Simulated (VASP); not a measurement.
# ZnO (P6_3mc) in VASP: a series of runs

The runs below take ZnO through relaxation of shape and atoms at fixed volume, with PBE.

All numbers are computed with VASP 6.6.1; they aren't measurements. Logs are shortened: lines on timing, memory, paths and dates and some standing lists are left out, and cuts for length are marked.

## (1) The cell of the first run

The structure is hexagonal, space group P6_3mc (No. 186). Conventional cell: a = 3.235 Å, b = 3.235 Å, c = 5.222 Å, α = 90.00°, β = 90.00°, γ = 120.00°. Within 2.6 Å of Zn (site symmetry 3m) lie 4 O at 1.97 to 1.98 Å. O (site symmetry 3m) has 4 Zn at 1.97 to 1.98 Å within 2.6 Å.

## (2) Relaxation of shape and atoms at fixed volume, PBE (11.83 Å³/atom)

Input file INCAR:

```
SYSTEM = ZnO
PREC = Accurate
ENCUT = 600
EDIFF = 1E-7
ISMEAR = 0
SIGMA = 0.05
LREAL = .False.
LASPH = .True.
NELM = 120
ALGO = Normal
ISIF = 4
LWAVE = .False.
LCHARG = .False.
GGA = PE
IBRION = 2
NSW = 60
EDIFFG = -0.01
GGA_COMPAT = .False.
NELMIN = 4
```

Input file KPOINTS:

```
Automatic mesh
0
Gamma
  12 12 8
  0 0 0
```

Input file POSCAR:

```
ZnO
1.0
    3.2351179120      0.0000000000      0.0000000000
   -1.6175589560      2.8016942960      0.0000000000
    0.0000000000      0.0000000000      5.2219158407
Zn O
2 2
Direct
    0.3333333333      0.6666666667      0.0015089686
    0.6666666667      0.3333333333      0.5015089686
    0.3333333333      0.6666666667      0.3805910314
    0.6666666667      0.3333333333      0.8805910314
```

Potentials or basis: VASP PAW PBE potentials, release 64 (Zn, O).

Launch:

```bash
$ cat potpaw_PBE.64/Zn/POTCAR potpaw_PBE.64/O/POTCAR > POTCAR
$ mpirun -np 1 vasp_std > vasp.out
```

OUTCAR:

```text
SYSTEM = ZnO
   PREC = Accurate
   ENCUT = 600
   EDIFF = 1E-7
   ISMEAR = 0
   LREAL = .False.
   LASPH = .True.
   NELM = 120
   ISIF = 4
   GGA = PE
   IBRION = 2
   NSW = 60
   EDIFFG = -0.01
   NELMIN = 4

 ion  position               nearest neighbor table
   1  0.333  0.667  0.002-   4 1.97   4 1.97   4 1.97   3 1.98
   2  0.667  0.333  0.502-   3 1.97   3 1.97   3 1.97   4 1.98
   3  0.333  0.667  0.381-   2 1.97   2 1.97   2 1.97   1 1.98
   4  0.667  0.333  0.881-   1 1.97   1 1.97   1 1.97   2 1.98

  LATTYP: Found a hexagonal cell.
 ALAT       =     3.2351179120
 C/A-ratio  =     1.6141346259

  Lattice vectors:

 A1 = (   3.2351179120,   0.0000000000,   0.0000000000)
 A2 = (  -1.6175589560,   2.8016942960,   0.0000000000)
 A3 = (   0.0000000000,   0.0000000000,   5.2219158407)

Analysis of symmetry for initial positions (statically):
=====================================================================
 Subroutine PRICEL returns:
 Original cell was already a primitive cell.

 Routine SETGRP: Setting up the symmetry group for a
 hexagonal supercell.

 Subroutine GETGRP returns: Found 12 space group operations
 (whereof  6 operations were pure point group operations)
 out of a pool of 24 trial point group operations.

The static configuration has the point symmetry C_3v.
 The point group associated with its full space group is C_6v.

Analysis of symmetry for dynamics (positions and initial velocities):
=====================================================================
 Subroutine PRICEL returns:
 Original cell was already a primitive cell.

 Routine SETGRP: Setting up the symmetry group for a
 hexagonal supercell.

 Subroutine GETGRP returns: Found 12 space group operations
 (whereof  6 operations were pure point group operations)
 out of a pool of 24 trial point group operations.

The dynamic configuration has the point symmetry C_3v.
 The point group associated with its full space group is C_6v.

 Subroutine INISYM returns: Found 12 space group operations
 (whereof  6 operations are pure point group operations),
 and found     1 'primitive' translations

----------------------------------------------------------------------------------------

                                     Primitive cell

  volume of cell :      47.3305

  direct lattice vectors                    reciprocal lattice vectors
     3.235117912  0.000000000  0.000000000     0.309107744  0.178463439  0.000000000
    -1.617558956  2.801694296  0.000000000     0.000000000  0.356926879  0.000000000
     0.000000000  0.000000000  5.221915841     0.000000000  0.000000000  0.191500597

  length of vectors
     3.235117912  3.235117912  5.221915841     0.356926879  0.356926879  0.191500597

  position of ions in fractional coordinates (direct lattice)
     0.333333333  0.666666667  0.001508969
     0.666666667  0.333333333  0.501508969
     0.333333333  0.666666667  0.380591031
     0.666666667  0.333333333  0.880591031

  ion indices of the primitive-cell ions
   primitive index   ion index
                 1           1
                 2           2
                 3           3
                 4           4

----------------------------------------------------------------------------------------

 KPOINTS: Automatic mesh

Automatic generation of k-mesh.
 Grid dimensions read from file:
 generate k-points for:   12   12    8

 Generating k-lattice:

  Cartesian coordinates                     Fractional coordinates (reciprocal lattice)
     0.025758979  0.014871953  0.000000000     0.083333333  0.000000000  0.000000000
     0.000000000  0.029743907  0.000000000     0.000000000  0.083333333  0.000000000
     0.000000000  0.000000000  0.023937575     0.000000000  0.000000000  0.125000000

  Length of vectors
     0.029743907  0.029743907  0.023937575

  Shift w.r.t. Gamma in fractional coordinates (k-lattice)
     0.000000000  0.000000000  0.000000000

 Subroutine IBZKPT returns following result:
 ===========================================

 Found     95 irreducible k-points:

 Following reciprocal coordinates:
            Coordinates               Weight
  0.000000  0.000000  0.000000      1.000000
  0.083333  0.000000  0.000000      6.000000
  0.166667  0.000000  0.000000      6.000000
  0.250000  0.000000  0.000000      6.000000
  0.333333  0.000000  0.000000      6.000000
  0.416667  0.000000  0.000000      6.000000
[... 16 lines left out ...]
  0.250000  0.000000  0.125000     12.000000
  0.333333  0.000000  0.125000     12.000000
 [... further k-points ...]
   k-points           NKPTS =     95   k-points in BZ     NKDIM =     95   number of bands    NBANDS=     22
   number of dos      NEDOS =    301   number of ions     NIONS =      4
   total plane-waves  NPLWV =  32928
   dimension x,y,z NGX =    28 NGY =   28 NGZ =   42
   dimension x,y,z NGXF=    56 NGYF=   56 NGZF=   84
   ions per type =               2   2
   NGX,Y,Z   is equivalent  to a cutoff of  14.39, 14.39, 13.37 a.u.
   NGXF,Y,Z  is equivalent  to a cutoff of  28.78, 28.78, 26.74 a.u.
 SYSTEM =  ZnO
   PREC   = accura    normal or accurate (medium, high low for compatibility)
   ISTART =      0    job   : 0-new  1-cont  2-samecut
   ICHARG =      2    charge: 1-file 2-atom 10-const
   ISPIN  =      1    spin polarized calculation?
   LNONCOLLINEAR =      F non collinear calculations
   LSORBIT =      F    spin-orbit coupling
   LASPH  =      T    aspherical Exc in radial PAW
   ENCUT  =  600.0 eV  44.10 Ry    6.64 a.u.   6.46  6.46 10.43*2*pi/ulx,y,z
   NELM   =    120;   NELMIN=  4; NELMDL= -5     # of ELM steps
   EDIFF  = 0.1E-06   stopping-criterion for ELM
   LREAL  =      F    real-space projection
   EDIFFG = -.1E-01   stopping-criterion for IOM
   NSW    =     60    number of steps for IOM
   IBRION =      2    ionic relax: 0-MD 1-quasi-New 2-CG
   NFREE  =      1    steps in history (QN), initial steepest desc. (CG)
   ISIF   =      4    stress and relaxation
   ISYM   =      2    0-nonsym 1-usesym 2-fastsym
   POTIM  = 0.5000    time-step for ionic-motion
   TEBEG  =    0.0;   TEEND  =   0.0 temperature during run
   PSTRESS=    0.0 pullay stress
   NELECT =      36.0000    total number of electrons
   NUPDOWN=      -1.0000    fix difference up-down
   EMIN   =  10.00;   EMAX   =-10.00  energy-range for DOS
   EFERMI =   0.00;   METHOD = LEGACY
   ISMEAR =     0;   SIGMA  =   0.05  broadening in eV -4-tet -1-fermi 0-gaus
   EFERMI_NEDOS =   21; number of points for ismear=-14 and -15
   IALGO  =     38    algorithm
   IMIX   =      4    mixing-type and parameters
     AMIX     =   0.40;   BMIX     =  1.00
     AMIX_MAG =   1.60;   BMIX_MAG =  1.00
  volume/ion in A,a.u.               =      11.83        79.85
  Fermi-wavevector in a.u.,A,eV,Ry     =   1.494384  2.823975 30.384290  2.233182
  Thomas-Fermi vector in A             =   2.606663
   LORBIT       =      0    0 simple, 1 ext, 2 COOP (PROOUT), +10 PAW based schemes
   GGA     = PE    functional components
   LHFCALC =     F    Hartree Fock is set to
   AEXX    =    0.0000 exact exchange contribution
   IVDW    =     0    specifies the selected vdW correction
   LEPSILON=     F    determine dielectric tensor
   LRPA    =     F    only Hartree local field effects (RPA)
 conjugate gradient relaxation of ions
 non-spin polarized calculation
 Gauss-broadening in eV      SIGMA  =   0.05
  energy-cutoff  :      600.00
  volume of cell :       47.33
 maximum number of plane-waves:      1603
 NGX is ok and might be reduce to    28
   NGX = 13   NGY = 13   NGZ = 21

 number of electron      36.0000004 magnetization

 Free energy of the ion-electron system (eV)
  ---------------------------------------------------
  ext. energy  EPLUGINS =         0.00000000
  ---------------------------------------------------
  free energy    TOTEN  =       -17.81676528 eV

  energy without entropy =      -17.81676528  energy(sigma->0) =      -17.81676528

 E-fermi :   1.5145     XC(G=0): -10.9419

 val. band max:        1.2580889037   @ k =   0.0000   0.0000   0.0000
 cond. band min:       2.0468209129   @ k =   0.0000   0.0000   0.0000
 fundamental gap:      0.7887320092
 Fermi energy:         1.5145213680

 k-point     1 :       0.0000    0.0000    0.0000
  band No.  band energies     occupation
      1     -16.8840      2.00000
      2     -16.1561      2.00000
      3      -4.4698      2.00000
      4      -4.4698      2.00000
      5      -4.4358      2.00000
      6      -4.4252      2.00000
[... 14 lines left out ...]
     21       9.4652      0.00000
     22      14.1985      0.00000

 k-point     2 :       0.0833    0.0000    0.0000
  band No.  band energies     occupation
      1     -16.8451      2.00000
      2     -16.1385      2.00000
      3      -4.5179      2.00000
      4      -4.4471      2.00000
      5      -4.3999      2.00000
      6      -4.3790      2.00000
[... 14 lines left out ...]
     21       9.4623      0.00000
     22      13.4389      0.00000

 k-point     3 :       0.1667    0.0000    0.0000
  band No.  band energies     occupation
      1     -16.7355      2.00000
      2     -16.0919      2.00000
      3      -4.6264      2.00000
      4      -4.3874      2.00000
      5      -4.3645      2.00000
      6      -4.2959      2.00000
[... 14 lines left out ...]
     21       9.4487      0.00000
     22      12.1235      0.00000

 k-point     4 :       0.2500    0.0000    0.0000
  band No.  band energies     occupation
      1     -16.5765      2.00000
      2     -16.0329      2.00000
      3      -4.7359      2.00000
      4      -4.3872      2.00000
      5      -4.3142      2.00000
      6      -4.1961      2.00000
[... 14 lines left out ...]
     21       9.4037      0.00000
     22      10.9314      0.00000

 k-point     5 :       0.3333    0.0000    0.0000
  band No.  band energies     occupation
      1     -16.4014      2.00000
      2     -15.9843      2.00000
      3      -4.7875      2.00000
      4      -4.4281      2.00000
      5      -4.2545      2.00000
      6      -4.0578      2.00000
[... 417 lines left out ...]
 k-point    22 :       0.1667    0.0000    0.1250
  band No.  band energies     occupation
      1     -16.7118      2.00000
      2     -16.1172      2.00000
      3      -4.6452      2.00000
      4      -4.4311      2.00000
      5      -4.3819      2.00000
      6      -4.3235      2.00000
[... 14 lines left out ...]
     21       9.5899      0.00000
     22      12.1592      0.00000

 k-point    23 :       0.2500    0.0000    0.1250
  band No.  band energies     occupation
      1     -16.5560      2.00000
      2     -16.0536      2.00000
      3      -4.7542      2.00000
      4      -4.4494      2.00000
      5      -4.3060      2.00000
      6      -4.2111      2.00000
[... 14 lines left out ...]
     21       9.5793      0.00000
     22      10.9738      0.00000

 k-point    24 :       0.3333    0.0000    0.1250
  band No.  band energies     occupation
      1     -16.3851      2.00000
      2     -15.9995      2.00000
      3      -4.8072      2.00000
      4      -4.4880      2.00000
      5      -4.2429      2.00000
      6      -4.0742      2.00000
[... 14 lines left out ...]
     21       9.4852      0.00000
     22      10.1317      0.00000

 [... further k-points ...]
[... 5 lines left out ...]
  --------------------------------------------------------------------------------------
  -------------------------------------------------------------------------------------
  Total        1.9833880      1.9833880      1.9610415      0.0000000      0.0000000      0.0000000
  in kB       67.1394122     67.1394122     66.3829653      0.0000000      0.0000000      0.0000000
  external PRESSURE =      66.8872632 kB  Pullay stress =       0.0000000 kB

 VOLUME and BASIS-vectors are now :
 -----------------------------------------------------------------------------
  energy-cutoff  :      600.00
  volume of cell :       47.33
      direct lattice vectors                 reciprocal lattice vectors
     3.235117912  0.000000000  0.000000000     0.309107744  0.178463439  0.000000000
    -1.617558956  2.801694296  0.000000000     0.000000000  0.356926879  0.000000000
     0.000000000  0.000000000  5.221915841     0.000000000  0.000000000  0.191500597

 POSITION                                       TOTAL-FORCE (eV/Angst)
 -----------------------------------------------------------------------------------
     -0.00000      1.86780      0.00788         0.000000     -0.000000      0.002805
      1.61756      0.93390      2.61884        -0.000000      0.000000      0.002805
     -0.00000      1.86780      1.98741         0.000000     -0.000000     -0.002805
      1.61756      0.93390      4.59837        -0.000000     -0.000000     -0.002805
 -----------------------------------------------------------------------------------
    total drift:                               -0.000000      0.000000     -0.002533

  FREE ENERGIE OF THE ION-ELECTRON SYSTEM (eV)
  ---------------------------------------------------
  free  energy   TOTEN  =       -17.8167652846 eV

  energy  without entropy=      -17.8167652846  energy(sigma->0) =      -17.81676528

 reached required accuracy - stopping structural energy minimisation
```

Wall time 1.8 min (1 thread of Intel Xeon Platinum 8375C at 2.90GHz (Ice Lake), shared host); peak memory 0.24 GiB.

Results:

| Property | Result |
| --- | --- |
| Free energy | -17.8168 eV |
| Pressure after relaxing | 6.7 GPa |
| Band gap on the k mesh | 0.79 eV |

Forces in eV/Å, atoms in the order of the input:
```
Zn   0.000  0.000  0.003
Zn   0.000  0.000  0.003
O    0.000  0.000 -0.003
O    0.000  0.000 -0.003
```

Final structure:
```yaml
crystal:
  lattice:
    - [3.23512, 0.00000, 0.00000]
    - [-1.61756, 2.80169, 0.00000]
    - [0.00000, 0.00000, 5.22192]
  atoms:
    - { symbol: Zn, position: [0.33333, 0.66667, 0.00151] }
    - { symbol: Zn, position: [0.66667, 0.33333, 0.50151] }
    - { symbol: O, position: [0.33333, 0.66667, 0.38059] }
    - { symbol: O, position: [0.66667, 0.33333, 0.88059] }
```

Caveat: the relaxation stopped at its first step, so nothing moved. A k mesh can miss the band edges.

## (3) Relaxation of shape and atoms at fixed volume, PBE (12.08 Å³/atom)

This run uses another cell than the first one, of 12.08 Å³/atom.

Input file INCAR:

```
PREC = Accurate
ENCUT = 600
EDIFF = 1E-7
ISMEAR = 0
SIGMA = 0.05
LREAL = False
LASPH = True
NELM = 120
ALGO = Normal
ISIF = 4
LWAVE = False
LCHARG = False
GGA = PE
IBRION = 2
NSW = 60
EDIFFG = -0.01
GGA_COMPAT = False
NELMIN = 4
```

Input file KPOINTS:

```
regular mesh
0
Gamma
  12 12 8
```

Input file POSCAR:

```
ZnO
1.0
    3.2574297751      0.0000000000      0.0000000000
   -1.6287148875      2.8210169363      0.0000000000
    0.0000000000      0.0000000000      5.2579301915
Zn O
2 2
Direct
    0.3333333333      0.6666666667      0.0015089686
    0.6666666667      0.3333333333      0.5015089686
    0.3333333333      0.6666666667      0.3805910314
    0.6666666667      0.3333333333      0.8805910314
```

Potentials or basis: VASP PAW PBE potentials, release 64 (Zn, O).

Launch:

```bash
$ cat potpaw_PBE.64/Zn/POTCAR potpaw_PBE.64/O/POTCAR > POTCAR
$ mpirun -np 1 vasp_std > vasp.out
```

Wall time 1.8 min (1 thread of Intel Xeon Platinum 8375C at 2.90GHz (Ice Lake), shared host); peak memory 0.24 GiB.

Results (log left out):

| Quantity | Value |
| --- | --- |
| Free energy | -17.8499 eV |
| Pressure after relaxing | 3.6 GPa |
| Band gap on the k mesh | 0.76 eV |

Final structure:
```
Zn O
1.0
     3.25743    0.00000    0.00000
    -1.62871    2.82102    0.00000
     0.00000    0.00000    5.25793
Zn O
2 2
Direct
  0.33333 0.66667 0.00151
  0.66667 0.33333 0.50151
  0.33333 0.66667 0.38059
  0.66667 0.33333 0.88059
```

Levels at points of the mesh, in eV from the valence-band top:
```csv
k point,band 16,band 17,band 18,band 19,band 20,band 21
"(0.00, 0.00, 0.00)",-0.08,0.00,0.00,0.76,5.17,8.14
"(0.50, 0.00, 0.00)",-2.21,-1.27,-0.82,5.71,6.85,7.55
"(0.00, 0.00, 0.50)",-0.38,-0.38,-0.38,3.41,3.41,10.00
"(0.50, 0.00, 0.50)",-1.47,-1.35,-1.35,5.68,5.68,8.34
```

Caveat: the relaxation stopped at its first step, so nothing moved.
